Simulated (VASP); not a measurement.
# Zn3In4O (P1) in VASP: single point with PBE

Aim: the single point of Zn3In4O with PBE.

All numbers are computed with VASP 6.6.1; they aren't measurements. Logs are shortened: lines on timing, memory, paths and dates and some standing lists are left out, and cuts for length are marked.

### Step 1. The cell of the first run

The typed cell holds 8 atoms: a = 3.416 Å, b = 3.418 Å, c = 15.897 Å, α = 90.25°, β = 89.69°, γ = 120.00°.

### Step 2. Single point, PBE

Input file INCAR:

```
  PREC = Accurate
  ENCUT = 520
  EDIFF = 1E-7
  ISMEAR = 0
  SIGMA = 0.2
  LREAL = False
  LASPH = True
  NELM = 60
  ALGO = Normal
  ISIF = 2
  LWAVE = False
  LCHARG = False
  GGA = PE
  NBANDS = 57
```

Input file KPOINTS:

```
regular mesh
0
Gamma
  6 6 2
```

Input file POSCAR:

```
Zn3In4O
1.0
    3.4164660549     -0.0001878155      0.0092145194
   -1.7084335876      2.9599873940     -0.0074882494
    0.0437217487     -0.0155802636     15.8972660500
Zn In O
3 4 1
Direct
    0.9939405124     -0.0065817378      0.4998749498
    0.6612099883      0.3335148210      0.2271718765
    0.3370910482      0.6636602043      0.7731163539
    0.3338238866      0.6742000964      0.3639310218
    0.6615796024      0.3295026645      0.6358994975
    0.6691270888      0.3372971630      0.9058276625
    0.3297604665      0.6685470820      0.0947902199
    1.0134674067     -0.0001402935     -0.0006115817
```

Potentials or basis: VASP PAW PBE potentials, release 64 (Zn, In_d, O).

The run is started by

```
cat potpaw_PBE.64/Zn/POTCAR potpaw_PBE.64/In_d/POTCAR potpaw_PBE.64/O/POTCAR > POTCAR
mpirun -np 1 vasp_std > vasp.out
```

OUTCAR:

```text
PREC = Accurate
   ENCUT = 520
   EDIFF = 1E-7
   ISMEAR = 0
   LREAL = False
   LASPH = True
   NELM = 60
   ISIF = 2
   GGA = PE

 ion  position               nearest neighbor table
   1  0.994  0.993  0.500-   4 2.90   4 2.92   5 2.92   5 2.92   5 2.93   4 2.96
   2  0.661  0.334  0.227-   7 2.88   7 2.88   7 2.89   4 2.92   4 2.93   4 2.95
   3  0.337  0.664  0.773-   6 2.88   6 2.89   6 2.90   5 2.92   5 2.94   5 2.96
   4  0.334  0.674  0.364-   1 2.90   1 2.92   2 2.92   2 2.93   2 2.95   1 2.96
   5  0.662  0.330  0.636-   3 2.92   1 2.92   1 2.92   1 2.93   3 2.94   3 2.96
   6  0.669  0.337  0.906-   8 2.44   8 2.46   8 2.51   3 2.88   3 2.89   3 2.90   7 3.59   7 3.59
                             7 3.60
   7  0.330  0.669  0.095-   8 2.45   8 2.49   8 2.52   2 2.88   2 2.88   2 2.89   6 3.59   6 3.59
                             6 3.60
   8  0.013  1.000  0.999-   6 2.44   7 2.45   6 2.46   7 2.49   6 2.51   7 2.52

  LATTYP: Found a triclinic cell.
 ALAT       =     3.4164784862
 B/A-ratio  =     1.0002341242
 C/A-ratio  =     4.6531344693
 COS(alpha) =     0.0010309443
 COS(beta)  =     0.0054473701
 COS(gamma) =     0.4997743862

  Lattice vectors:

 A1 = (   3.4164660549,  -0.0001878155,   0.0092145194)
 A2 = (   1.7080324673,   2.9597995785,   0.0017262700)
 A3 = (   0.0437217487,  -0.0155802636,  15.8972660500)

Analysis of symmetry for initial positions (statically):
=====================================================================
 Subroutine PRICEL returns:
 Original cell was already a primitive cell.

 Routine SETGRP: Setting up the symmetry group for a
 triclinic supercell.

 Subroutine GETGRP returns: Found  1 space group operations
 (whereof  1 operations were pure point group operations)
 out of a pool of  2 trial point group operations.

The static configuration has the point symmetry C_1 .

Analysis of symmetry for dynamics (positions and initial velocities):
=====================================================================
 Subroutine PRICEL returns:
 Original cell was already a primitive cell.

 Routine SETGRP: Setting up the symmetry group for a
 triclinic supercell.

 Subroutine GETGRP returns: Found  1 space group operations
 (whereof  1 operations were pure point group operations)
 out of a pool of  2 trial point group operations.

The dynamic configuration has the point symmetry C_1 .

 Subroutine INISYM returns: Found  1 space group operations
 (whereof  1 operations are pure point group operations),
 and found     1 'primitive' translations
[... 107 lines left out ...]
   EDIFF  = 0.1E-06   stopping-criterion for ELM
   LREAL  =      F    real-space projection
   EDIFFG = 0.1E-05   stopping-criterion for IOM
   NSW    =      0    number of steps for IOM
   IBRION =     -1    ionic relax: 0-MD 1-quasi-New 2-CG
   NFREE  =      0    steps in history (QN), initial steepest desc. (CG)
   ISIF   =      2    stress and relaxation
   ISYM   =      2    0-nonsym 1-usesym 2-fastsym
   POTIM  = 0.5000    time-step for ionic-motion
   TEBEG  =    0.0;   TEEND  =   0.0 temperature during run
   PSTRESS=    0.0 pullay stress
   NELECT =      94.0000    total number of electrons
   NUPDOWN=      -1.0000    fix difference up-down
   EMIN   =  10.00;   EMAX   =-10.00  energy-range for DOS
   EFERMI =   0.00;   METHOD = LEGACY
   ISMEAR =     0;   SIGMA  =   0.20  broadening in eV -4-tet -1-fermi 0-gaus
   EFERMI_NEDOS =   21; number of points for ismear=-14 and -15
   IALGO  =     38    algorithm
   IMIX   =      4    mixing-type and parameters
     AMIX     =   0.40;   BMIX     =  1.00
     AMIX_MAG =   1.60;   BMIX_MAG =  1.00
  volume/ion in A,a.u.               =      20.09       135.61
  Fermi-wavevector in a.u.,A,eV,Ry     =   1.368968  2.586975 25.498334  1.874075
  Thomas-Fermi vector in A             =   2.494886
   LORBIT       =      0    0 simple, 1 ext, 2 COOP (PROOUT), +10 PAW based schemes
   GGA     = PE    functional components
   LHFCALC =     F    Hartree Fock is set to
   AEXX    =    0.0000 exact exchange contribution
   IVDW    =     0    specifies the selected vdW correction
   LEPSILON=     F    determine dielectric tensor
   LRPA    =     F    only Hartree local field effects (RPA)
 non-spin polarized calculation
 Gauss-broadening in eV      SIGMA  =   0.20
  energy-cutoff  :      520.00
  volume of cell :      160.76
 maximum number of plane-waves:      4356
 NGX is ok and might be reduce to    28
   NGX = 13   NGY = 13   NGZ = 59

 number of electron      93.9999979 magnetization

 Free energy of the ion-electron system (eV)
  ---------------------------------------------------
  ext. energy  EPLUGINS =         0.00000000
  ---------------------------------------------------
  free energy    TOTEN  =       -19.88067817 eV

  energy without entropy =      -19.85802896  energy(sigma->0) =      -19.86935356

 E-fermi :   5.9195     XC(G=0): -10.5854

 val. band max:        5.7305712318   @ k =   0.3333   0.5000   0.5000
 cond. band min:       5.9231099412   @ k =   0.3333   0.3333   0.5000
 fundamental gap:      0.1925387094
 Fermi energy:         5.9195463073

 k-point     1 :       0.0000    0.0000    0.0000
  band No.  band energies     occupation
      1     -12.9387      2.00000
      2      -8.8855      2.00000
      3      -8.8754      2.00000
      4      -8.8709      2.00000
      5      -8.8670      2.00000
      6      -8.8342      2.00000
[... 1429 lines left out ...]
     56      10.5995      0.00000
     57      10.6884      0.00000

 [... further k-points ...]
[... 5 lines left out ...]
  --------------------------------------------------------------------------------------
  -------------------------------------------------------------------------------------
  Total        0.0782265      0.0598711     -0.1144703     -0.0166956      0.0534346     -0.0998932
  in kB        0.7796372      0.5966994     -1.1408577     -0.1663956      0.5325509     -0.9955763
  external PRESSURE =       0.0784930 kB  Pullay stress =       0.0000000 kB

 VOLUME and BASIS-vectors are now :
 -----------------------------------------------------------------------------
  energy-cutoff  :      520.00
  volume of cell :      160.76
      direct lattice vectors                 reciprocal lattice vectors
     3.416466055 -0.000187816  0.009214519     0.292711125  0.168944209 -0.000639459
    -1.708433588  2.959987394 -0.007488249     0.000017680  0.337850319  0.000331065
     0.043721749 -0.015580264 15.897266050    -0.000169656  0.000061216  0.062904424

 POSITION                                       TOTAL-FORCE (eV/Angst)
 -----------------------------------------------------------------------------------
      1.72043      2.93253      7.94836         0.001459      0.017061      0.008579
      1.69915      0.98354      3.61501         0.006502      0.012396      0.001729
      0.05164      1.95232     12.28857        -0.014754      0.009832     -0.001202
      0.00458      1.98989      5.78354         0.000187     -0.020095      0.000953
      1.72513      0.96529     10.11269         0.006470     -0.003117      0.007283
      1.74940      0.98416     14.40382         0.003053     -0.009729     -0.023270
     -0.01141      1.97735      1.50494        -0.002101     -0.004244      0.002639
     -1.61849      2.94400     15.88018        -0.000815     -0.002104      0.003288
 -----------------------------------------------------------------------------------
    total drift:                                0.000129     -0.000052      0.000626

  FREE ENERGIE OF THE ION-ELECTRON SYSTEM (eV)
  ---------------------------------------------------
  free  energy   TOTEN  =       -19.8806781654 eV

  energy  without entropy=      -19.8580289625  energy(sigma->0) =      -19.86935356
```

OSZICAR:

```text
N       E                     dE             d eps       ncg     rms          rms(c)
DAV:   1     0.928267488155E+03    0.92827E+03   -0.44059E+04  4560   0.239E+03
DAV:   2     0.114897152550E+03   -0.81337E+03   -0.79081E+03  4560   0.568E+02
DAV:   3    -0.120898600203E+02   -0.12699E+03   -0.12199E+03  5017   0.216E+02
[... 12 lines left out ...]
DAV:  16    -0.198806788293E+02   -0.51576E-06   -0.99397E-06  5679   0.318E-02    0.108E-02
DAV:  17    -0.198806787835E+02    0.45837E-07   -0.29175E-06  5982   0.263E-02    0.745E-03
DAV:  18    -0.198806782989E+02    0.48460E-06   -0.74951E-07  5672   0.105E-02    0.248E-03
DAV:  19    -0.198806781671E+02    0.13180E-06   -0.12318E-07  2591   0.343E-03    0.543E-04
DAV:  20    -0.198806781654E+02    0.16826E-08   -0.35548E-08  2495   0.142E-03
   1 F= -.19880678E+02 E0= -.19869354E+02  d E =-.226492E-01
```

stdout:

```text
POSCAR found type information on POSCAR ZnInO
 POSCAR found :  3 types and       8 ions
 scaLAPACK will be used
 LDA part: xc-table for (Slater+PW92), standard interpolation
 POSCAR, INCAR and KPOINTS ok, starting setup
 FFT: planning ... GRIDC
 FFT: planning ... GRID_SOFT
 FFT: planning ... GRID
 WAVECAR not read
 entering main loop
```

Run time: 4.6 min. Hardware: 1 thread of Intel Xeon 6975P-C (Granite Rapids), shared host; peak memory 0.47 GiB.

Results:

```yaml
Free_energy: -19.8807 eV
Pressure: 0.0 GPa
Largest_force: 0.025 eV/Å
Band_gap_on_the_k_mesh: zero (band 47 reaches 8.35 eV, above the bottom of band 48 at 4.77 eV)
```

Forces in eV/Å, atoms in the order of the input:
```
Zn   0.001  0.017  0.009
Zn   0.007  0.012  0.002
Zn  -0.015  0.010 -0.001
In   0.000 -0.020  0.001
In   0.006 -0.003  0.007
In   0.003 -0.010 -0.023
In  -0.002 -0.004  0.003
O   -0.001 -0.002  0.003
```

Stress tensor (GPa, compression positive):
```
 0.08 -0.02 -0.10
-0.02  0.06  0.05
-0.10  0.05 -0.11
```

Caveat: spin-orbit coupling is left out, which moves the levels of the heavy elements.
